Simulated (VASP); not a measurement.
# PtSe2 (P-3m1) in VASP: notebook, part 2 of 2

VASP 6.6.1. The steps go on from the part before.

## (5) Single point, HSE06

This run uses another cell than the first one, of 20.27 Å³/atom.

Input file POSCAR:

```
PtSe2
1.0
    3.7240000000      0.0000000000      0.0000000000
   -1.8620000000      3.2250786037      0.0000000000
    0.0000000000      0.0000000000      5.0620000000
Pt Se
1 2
Direct
    0.0000000000      0.0000000000      0.0000000000
    0.6666666667      0.3333333333      0.7500000000
    0.3333333333      0.6666666667      0.2500000000
```

Input file INCAR.step1:

```
SYSTEM = PtSe2
ALGO = Normal ; EDIFF = 1E-5
ENCUT = 520 ; GGA = PE
ISIF = 2 ; ISMEAR = -1
KPAR = 4 ; LASPH = .TRUE.
LCHARG = .FALSE. ; LREAL = .FALSE.
LWAVE = .TRUE. ; NBANDS = 18
NELM = 60 ; PREC = Accurate
SIGMA = 0.05
```

Input file INCAR.step2:

```
SYSTEM = PtSe2
ALGO = Normal ; EDIFF = 1E-7
ENCUT = 520 ; GGA = PE
HFSCREEN = 0.2079 ; ISIF = 2
ISMEAR = -1 ; ISTART = 1
KPAR = 4 ; LASPH = .TRUE.
LCHARG = .FALSE. ; LHFCALC = .TRUE.
LREAL = .FALSE. ; LWAVE = .FALSE.
NBANDS = 18 ; NELM = 60
PREC = Accurate ; PRECFOCK = Normal
SIGMA = 0.05
```

Input file KPOINTS:

```
k-points
0
G
  6 6 4
  0 0 0
```

Potentials or basis: VASP PAW PBE potentials, release 64 (Pt, Se).

On the command line:

```sh
cat potpaw_PBE.64/Pt/POTCAR potpaw_PBE.64/Se/POTCAR > POTCAR
cp INCAR.step1 INCAR
mpirun -np 4 vasp_std > vasp.out
cp INCAR.step2 INCAR
mpirun -np 4 vasp_std > vasp.out
```

OUTCAR:

```text
SYSTEM = PtSe2
   EDIFF = 1E-7
   ENCUT = 520
   GGA = PE
   HFSCREEN = 0.2079
   ISIF = 2
   ISMEAR = -1
   ISTART = 1
   LASPH = .TRUE.
   LHFCALC = .TRUE.
   LREAL = .FALSE.
   NELM = 60
   PREC = Accurate
   PRECFOCK = Normal

 ion  position               nearest neighbor table
   1  0.000  0.000  0.000-   2 2.49   3 2.49   2 2.49   3 2.49   2 2.49   3 2.49
   2  0.667  0.333  0.750-   1 2.49   1 2.49   1 2.49
   3  0.333  0.667  0.250-   1 2.49   1 2.49   1 2.49
[... 705 lines left out ...]

  FORCE on cell =-STRESS in cart. coord.  units (eV):
  Direction    XX          YY          ZZ          XY          YZ          ZX
  --------------------------------------------------------------------------------------
  -------------------------------------------------------------------------------------
  Total        0.8902974      0.8902974      1.1708998      0.0000000     -0.0000000      0.0000000
  in kB       23.4624614     23.4624614     30.8573184      0.0000000     -0.0000000      0.0000000
  external PRESSURE =      25.9274137 kB  Pullay stress =       0.0000000 kB

 VOLUME and BASIS-vectors are now :
 -----------------------------------------------------------------------------
  energy-cutoff  :      520.00
  volume of cell :       60.80
      direct lattice vectors                 reciprocal lattice vectors
     3.724000000  0.000000000  0.000000000     0.268528464  0.155034981  0.000000000
    -1.862000000  3.225078604  0.000000000     0.000000000  0.310069962  0.000000000
     0.000000000  0.000000000  5.062000000     0.000000000  0.000000000  0.197550375

 POSITION                                       TOTAL-FORCE (eV/Angst)
 -----------------------------------------------------------------------------------
      0.00000      0.00000      0.00000         0.000000      0.000000      0.000000
      1.86200      1.07503      3.79650         0.000000      0.000000     -0.086327
     -0.00000      2.15005      1.26550        -0.000000     -0.000000      0.086327
 -----------------------------------------------------------------------------------
    total drift:                                0.000000     -0.000002      0.000017

  FREE ENERGIE OF THE ION-ELECTRON SYSTEM (eV)
  ---------------------------------------------------
  free  energy   TOTEN  =       -17.1945074450 eV

  energy  without entropy=      -17.1921585823  energy(sigma->0) =      -17.19333301
```

OUTCAR.step1:

```text
SYSTEM = PtSe2
   EDIFF = 1E-5
   ENCUT = 520
   GGA = PE
   ISIF = 2
[... 727 lines left out ...]
      0.00000      0.00000      0.00000        -0.000000      0.000000     -0.000000
      1.86200      1.07503      3.79650         0.000000      0.000000     -0.584896
     -0.00000      2.15005      1.26550        -0.000000      0.000000      0.584896
 -----------------------------------------------------------------------------------
    total drift:                               -0.000000     -0.000000     -0.000000

  FREE ENERGIE OF THE ION-ELECTRON SYSTEM (eV)
  ---------------------------------------------------
  free  energy   TOTEN  =       -14.1890744774 eV

  energy  without entropy=      -14.1817472604  energy(sigma->0) =      -14.18541087
```

OSZICAR.step1:

```text
N       E                     dE             d eps       ncg     rms          rms(c)
DAV:   1     0.111619462143E+03    0.11162E+03   -0.10050E+04   864   0.107E+03
DAV:   2    -0.990475583248E+01   -0.12152E+03   -0.11767E+03  1070   0.212E+02
DAV:   3    -0.149371799246E+02   -0.50324E+01   -0.49949E+01  1000   0.430E+01
DAV:   4    -0.149755833233E+02   -0.38403E-01   -0.38385E-01  1090   0.415E+00
DAV:   5    -0.149759991478E+02   -0.41582E-03   -0.41582E-03  1018   0.416E-01    0.131E+01
DAV:   6    -0.144050848301E+02    0.57091E+00   -0.42410E+00   904   0.184E+01    0.798E+00
DAV:   7    -0.142086780324E+02    0.19641E+00   -0.81312E-01   892   0.866E+00    0.402E+00
DAV:   8    -0.141908325089E+02    0.17846E-01   -0.45585E-02   948   0.157E+00    0.801E-01
DAV:   9    -0.141888811464E+02    0.19514E-02   -0.66288E-03   936   0.761E-01    0.174E-01
DAV:  10    -0.141890744645E+02   -0.19332E-03   -0.98324E-04  1048   0.204E-01    0.452E-02
DAV:  11    -0.141890744774E+02   -0.12948E-07   -0.55882E-05  1042   0.674E-02
   1 F= -.14189074E+02 E0= -.14185411E+02  d E =-.732722E-02
```

Run time: 38 min. Hardware: 4 MPI ranks of Intel Xeon Platinum 8259CL at 2.50GHz (Skylake/Cascade Lake), shared host; peak memory 0.3 GiB.

Results:

```yaml
Free_energy: -17.1945 eV
Pressure: 2.6 GPa
Largest_force: 0.086 eV/Å
Band_gap_on_the_k_mesh: zero (bands 11 and 12 overlap by 0.11 eV)
```

Forces in eV/Å, atoms in the order of the input:
```
Pt   0.000  0.000  0.000
Se   0.000  0.000 -0.086
Se   0.000  0.000  0.086
```

Stress tensor (GPa, compression positive):
```
2.35 0.00 0.00
0.00 2.35 0.00
0.00 0.00 3.09
```

Caveat: the PAW data sets were made with another functional, which shifts forces and pressure a little; spin-orbit coupling is left out, which moves the levels of the heavy elements.

## (6) Single point, r2SCAN+U

This run uses another cell than the first one, of 20.95 Å³/atom.

Input file POSCAR:

```
PtSe2
1.0
    3.7659602570      0.0000000000      0.0000000000
   -1.8829801285      3.2614172522      0.0000000000
    0.0000000000      0.0000000000      5.1165431067
Pt Se
1 2
Direct
    0.0000000000      0.0000000000      0.0000000000
    0.6666666667      0.3333333333      0.7461108904
    0.3333333333      0.6666666667      0.2538891096
```

Input file INCAR.step1:

```
PREC = Accurate
ENCUT = 520
ISMEAR = -1
SIGMA = 0.05
LREAL = False
LASPH = True
NELM = 150
LMAXMIX = 4
LDAU = True
LDAUTYPE = 2
LDAUL = 2 -1
LDAUU = 8 0
LDAUJ = 0 0
NBANDS = 18
GGA = PE
ALGO = Normal
EDIFF = 1E-4
LWAVE = True
LCHARG = False
```

Input file INCAR.step2:

```
PREC = Accurate
ENCUT = 520
EDIFF = 1E-7
ISMEAR = -1
SIGMA = 0.05
LREAL = False
LASPH = True
NELM = 150
ALGO = Normal
ISIF = 2
LWAVE = False
LCHARG = False
LMAXMIX = 4
LDAU = True
LDAUTYPE = 2
LDAUL = 2 -1
LDAUU = 8 0
LDAUJ = 0 0
LDAUPRINT = 1
METAGGA = R2SCAN
LMIXTAU = True
NBANDS = 18
ISTART = 1
```

Input file KPOINTS:

```
Automatic mesh
0
Gamma
  8 8 5
```

Potentials or basis: VASP PAW PBE potentials, release 64 (Pt, Se).

On the command line:

```sh
cat potpaw_PBE.64/Pt/POTCAR potpaw_PBE.64/Se/POTCAR > POTCAR
cp INCAR.step1 INCAR
mpirun -np 1 vasp_std > vasp.out
cp INCAR.step2 INCAR
mpirun -np 1 vasp_std > vasp.out
```

OUTCAR:

```text
PREC = Accurate
   ENCUT = 520
   EDIFF = 1E-7
   ISMEAR = -1
   LREAL = False
   LASPH = True
   NELM = 150
   ISIF = 2
   METAGGA = R2SCAN
   ISTART = 1

 ion  position               nearest neighbor table
   1  0.000  0.000  0.000-   2 2.53   3 2.53   3 2.53   2 2.53   2 2.53   3 2.53
   2  0.667  0.333  0.746-   1 2.53   1 2.53   1 2.53
   3  0.333  0.667  0.254-   1 2.53   1 2.53   1 2.53

  LATTYP: Found a hexagonal cell.
 ALAT       =     3.7659602570
 C/A-ratio  =     1.3586290767

  Lattice vectors:

 A1 = (   3.7659602570,   0.0000000000,   0.0000000000)
 A2 = (  -1.8829801285,   3.2614172522,   0.0000000000)
 A3 = (   0.0000000000,   0.0000000000,   5.1165431067)

Analysis of symmetry for initial positions (statically):
=====================================================================
 Subroutine PRICEL returns:
 Original cell was already a primitive cell.

 Routine SETGRP: Setting up the symmetry group for a
 hexagonal supercell.

 Subroutine GETGRP returns: Found 12 space group operations
 (whereof 12 operations were pure point group operations)
 out of a pool of 24 trial point group operations.

The static configuration has the point symmetry D_3d.

Analysis of symmetry for dynamics (positions and initial velocities):
=====================================================================
 Subroutine PRICEL returns:
 Original cell was already a primitive cell.

 Routine SETGRP: Setting up the symmetry group for a
 hexagonal supercell.

 Subroutine GETGRP returns: Found 12 space group operations
 (whereof 12 operations were pure point group operations)
 out of a pool of 24 trial point group operations.

The dynamic configuration has the point symmetry D_3d.

 Subroutine INISYM returns: Found 12 space group operations
 (whereof 12 operations are pure point group operations),
 and found     1 'primitive' translations

----------------------------------------------------------------------------------------

                                     Primitive cell

  volume of cell :      62.8433

  direct lattice vectors                    reciprocal lattice vectors
     3.765960257  0.000000000  0.000000000     0.265536525  0.153307584  0.000000000
    -1.882980129  3.261417252  0.000000000     0.000000000  0.306615168  0.000000000
     0.000000000  0.000000000  5.116543107     0.000000000  0.000000000  0.195444459

  length of vectors
     3.765960257  3.765960257  5.116543107     0.306615168  0.306615168  0.195444459

  position of ions in fractional coordinates (direct lattice)
     0.000000000  0.000000000  0.000000000
     0.666666667  0.333333333  0.746110890
     0.333333333  0.666666667  0.253889110

  ion indices of the primitive-cell ions
   primitive index   ion index
                 1           1
                 2           2
                 3           3

[... 86 lines left out ...]
   ISMEAR =    -1;   SIGMA  =   0.05  broadening in eV -4-tet -1-fermi 0-gaus
   EFERMI_NEDOS =   21; number of points for ismear=-14 and -15
   IALGO  =     38    algorithm
   IMIX   =      4    mixing-type and parameters
     AMIX     =   0.40;   BMIX     =  1.00
     AMIX_MAG =   1.60;   BMIX_MAG =  1.00
  volume/ion in A,a.u.               =      20.95       141.36
  Fermi-wavevector in a.u.,A,eV,Ry     =   1.153797  2.180361 18.112728  1.331248
  Thomas-Fermi vector in A             =   2.290438
   LORBIT       =      0    0 simple, 1 ext, 2 COOP (PROOUT), +10 PAW based schemes
 LDA+U is selected, type is set to LDAUTYPE =  2
   angular momentum for each species LDAUL =     2   -1
   U (eV)           for each species LDAUU =   8.0  0.0
   J (eV)           for each species LDAUJ =   0.0  0.0
   METAGGA = R2SCAN    functional components
   LHFCALC =     F    Hartree Fock is set to
   AEXX    =    0.0000 exact exchange contribution
   IVDW    =     0    specifies the selected vdW correction
   LEPSILON=     F    determine dielectric tensor
   LRPA    =     F    only Hartree local field effects (RPA)
 non-spin polarized calculation
  energy-cutoff  :      520.00
  volume of cell :       62.84
 maximum number of plane-waves:      1705
   NGX = 13   NGY = 13   NGZ = 19

atom =   1  type =  1  l = 2

 onsite density matrix

spin component  1

  0.8828  0.0000  0.0000  0.1147  0.0000
  0.0000  0.8182 -0.0000 -0.0000  0.1147
  0.0000 -0.0000  0.9665 -0.0000 -0.0000
  0.1147 -0.0000 -0.0000  0.8182  0.0000
  0.0000  0.1147 -0.0000  0.0000  0.8828

spin component  2

  0.8828  0.0000  0.0000  0.1147  0.0000
  0.0000  0.8182 -0.0000 -0.0000  0.1147
  0.0000 -0.0000  0.9665 -0.0000 -0.0000
  0.1147 -0.0000 -0.0000  0.8182  0.0000
  0.0000  0.1147 -0.0000  0.0000  0.8828

 occupancies and eigenvectors

  o =  0.7313  v = -0.0001 -0.7972  0.0000  0.0001  0.6037  0.0000  0.0000  0.0000  0.0000  0.0000      0.0000  0.0000  0.0000  0.0000  0.0000  0.0000  0.0000  0.0000  0.0000  0.0000
  o =  0.7313  v =  0.0000  0.0000  0.0000  0.0000  0.0000 -0.0001 -0.7972  0.0000  0.0001  0.6037      0.0000  0.0000  0.0000  0.0000  0.0000  0.0000  0.0000  0.0000  0.0000  0.0000
  o =  0.7313  v =  0.0000  0.0000  0.0000  0.0000  0.0000  0.6037 -0.0001  0.0000 -0.7972  0.0001      0.0000  0.0000  0.0000  0.0000  0.0000  0.0000  0.0000  0.0000  0.0000  0.0000
  o =  0.7313  v =  0.6037 -0.0001  0.0000 -0.7972  0.0001  0.0000  0.0000  0.0000  0.0000  0.0000      0.0000  0.0000  0.0000  0.0000  0.0000  0.0000  0.0000  0.0000  0.0000  0.0000
  o =  0.9665  v =  0.0000  0.0000  0.0000  0.0000  0.0000  0.0000 -0.0000 -1.0000  0.0000 -0.0000      0.0000  0.0000  0.0000  0.0000  0.0000  0.0000  0.0000  0.0000  0.0000  0.0000
  o =  0.9665  v =  0.0000 -0.0000 -1.0000  0.0000 -0.0000  0.0000  0.0000  0.0000  0.0000  0.0000      0.0000  0.0000  0.0000  0.0000  0.0000  0.0000  0.0000  0.0000  0.0000  0.0000
  o =  0.9697  v =  0.0001 -0.6037  0.0000  0.0001 -0.7972  0.0000  0.0000  0.0000  0.0000  0.0000      0.0000  0.0000  0.0000  0.0000  0.0000  0.0000  0.0000  0.0000  0.0000  0.0000
  o =  0.9697  v =  0.0000  0.0000  0.0000  0.0000  0.0000  0.0001 -0.6037  0.0000  0.0001 -0.7972      0.0000  0.0000  0.0000  0.0000  0.0000  0.0000  0.0000  0.0000  0.0000  0.0000
  o =  0.9697  v =  0.7972  0.0001 -0.0000  0.6037  0.0001  0.0000  0.0000  0.0000  0.0000  0.0000      0.0000  0.0000  0.0000  0.0000  0.0000  0.0000  0.0000  0.0000  0.0000  0.0000
  o =  0.9697  v =  0.0000  0.0000  0.0000  0.0000  0.0000  0.7972  0.0001 -0.0000  0.6037  0.0001      0.0000  0.0000  0.0000  0.0000  0.0000  0.0000  0.0000  0.0000  0.0000  0.0000

 number of electron      21.9999996 magnetization

 Free energy of the ion-electron system (eV)
  ---------------------------------------------------
  ext. energy  EPLUGINS =         0.00000000
  ---------------------------------------------------
  free energy    TOTEN  =       -76.44165122 eV

  energy without entropy =      -76.43473278  energy(sigma->0) =      -76.43819200

 E-fermi :   5.4973     XC(G=0): -11.0510

 val. band max:        5.4236848621   @ k =   0.1250   0.0000   0.0000
 cond. band min:       5.5013775747   @ k =   0.3750   0.2500   0.0000
 fundamental gap:      0.0776927126
 Fermi energy:         5.4972536523

 k-point     1 :       0.0000    0.0000    0.0000
  band No.  band energies     occupation
      1     -10.2045      2.00000
      2      -7.5627      2.00000
      3      -2.4918      2.00000
      4      -1.7288      2.00000
      5      -1.7288      2.00000
      6      -0.3275      2.00000
[... 481 lines left out ...]
      5      -0.9707      2.00000
      6      -0.3538      2.00000
[... 10 lines left out ...]
     17      14.4157      0.00000
     18      15.3551      0.00000

 [... further k-points ...]

------------------------ aborting loop because EDIFF is reached ----------------------------------------

  FORCE on cell =-STRESS in cart. coord.  units (eV):
  Direction    XX          YY          ZZ          XY          YZ          ZX
  --------------------------------------------------------------------------------------
  -------------------------------------------------------------------------------------
  Total       -2.4719113     -2.4719113     -1.2921197     -0.0000000      0.0000000      0.0000000
  in kB      -63.0209179    -63.0209179    -32.9423517     -0.0000000      0.0000000      0.0000000
  external PRESSURE =     -52.9947292 kB  Pullay stress =       0.0000000 kB

 VOLUME and BASIS-vectors are now :
 -----------------------------------------------------------------------------
  energy-cutoff  :      520.00
  volume of cell :       62.84
      direct lattice vectors                 reciprocal lattice vectors
     3.765960257  0.000000000  0.000000000     0.265536525  0.153307584  0.000000000
    -1.882980129  3.261417252  0.000000000     0.000000000  0.306615168  0.000000000
     0.000000000  0.000000000  5.116543107     0.000000000  0.000000000  0.195444459

 POSITION                                       TOTAL-FORCE (eV/Angst)
 -----------------------------------------------------------------------------------
      0.00000      0.00000      0.00000         0.000000      0.000000      0.000000
      1.88298      1.08714      3.81751         0.000000     -0.000000      0.563436
     -0.00000      2.17428      1.29903        -0.000000      0.000000     -0.563436
 -----------------------------------------------------------------------------------
    total drift:                               -0.000000      0.000000     -0.000000

  FREE ENERGIE OF THE ION-ELECTRON SYSTEM (eV)
  ---------------------------------------------------
  free  energy   TOTEN  =       -76.4416512166 eV

  energy  without entropy=      -76.4347327755  energy(sigma->0) =      -76.43819200
```

It took 4.5 min on 1 thread of Oxide Virtual Turin-like, shared host; peak memory 0.17 GiB.

Results:

```yaml
Free_energy: -76.4417 eV
Pressure: -5.3 GPa
Largest_force: 0.563 eV/Å
Band_gap_on_the_k_mesh: zero (bands 11 and 12 overlap by 0.58 eV)
```

Forces on the atoms (eV/Å):
```
Pt   0.000  0.000  0.000
Se   0.000  0.000  0.563
Se   0.000  0.000 -0.563
```

Eigenvalues of the final occupation matrices:
```csv
site,spin,trace,eigenvalues
site 1 d,1,4.37,0.73 0.73 0.97 0.97 0.97
site 1 d,2,4.37,0.73 0.73 0.97 0.97 0.97
```

Caveat: the cell stands under tension; the PAW data sets were made with another functional, which shifts forces and pressure a little; spin-orbit coupling is left out, which moves the levels of the heavy elements; U without spin polarisation on a metal has little footing.

## (7) Summary

| task | level | U | cell | k mesh | cutoff (eV) | grid for exact exchange (PRECFOCK) | share of exact exchange | screening parameter | gap on the mesh (eV) | pressure (GPa) | relaxed volume (Å³/atom) | largest force (eV/Å) |
| --- | --- | --- | --- | --- | --- | --- | --- | --- | --- | --- | --- | --- |
| single point | PBEsol+D4 | - | a = 3.745, b = 3.745, c = 4.708 Å, angles 90.0, 90.0, 120.0°, 3 atoms, atomic positions A | 8 × 8 × 5 | 520 | - | - | - | none | 0.1 | - | 0.02 |
| relaxation of cell and atoms | PBEsol+D3(BJ) | - | relaxed from a = 3.724, b = 3.724, c = 5.062 Å, angles 90.0, 90.0, 120.0°, 3 atoms, atomic positions B | 8 × 8 × 5 | 600 | - | - | - | none | 0.0 | 18.72 | - |
| relaxation of cell and atoms | PBEsol+D4 | - | relaxed from a = 3.724, b = 3.724, c = 5.062 Å, angles 90.0, 90.0, 120.0°, 3 atoms, atomic positions B | 8 × 8 × 5 | 600 | - | - | - | none | -0.1 | 19.08 | - |
| single point | HSE06 | - | a = 3.724, b = 3.724, c = 5.062 Å, angles 90.0, 90.0, 120.0°, 3 atoms, atomic positions B | 6 × 6 × 4 | 520 | Normal | 0.25 | 0.2079 1/Å | none | 2.6 | - | 0.09 |
| single point | r2SCAN+U | Pt d U = 8.0 eV | a = 3.766, b = 3.766, c = 5.117 Å, angles 90.0, 90.0, 120.0°, 3 atoms, atomic positions C | 8 × 8 × 5 | 520 | - | - | - | none | -5.3 | - | 0.56 |

Alike in all rows: potentials or basis VASP PAW PBE potentials, release 64 (Pt, Se); no spin polarisation; smearing fermi-dirac 0.05 eV.

Caveats: the PAW data sets were made with another functional, which shifts forces and pressure a little; spin-orbit coupling is left out, which moves the levels of the heavy elements; the cell stands under tension (at least some runs); U without spin polarisation on a metal has little footing (at least some runs).

Total energies depend on the potentials used, so only differences within one code and one set of settings carry meaning.

The gap in the log of VASP goes by the Fermi energy; the results here count the filled bands.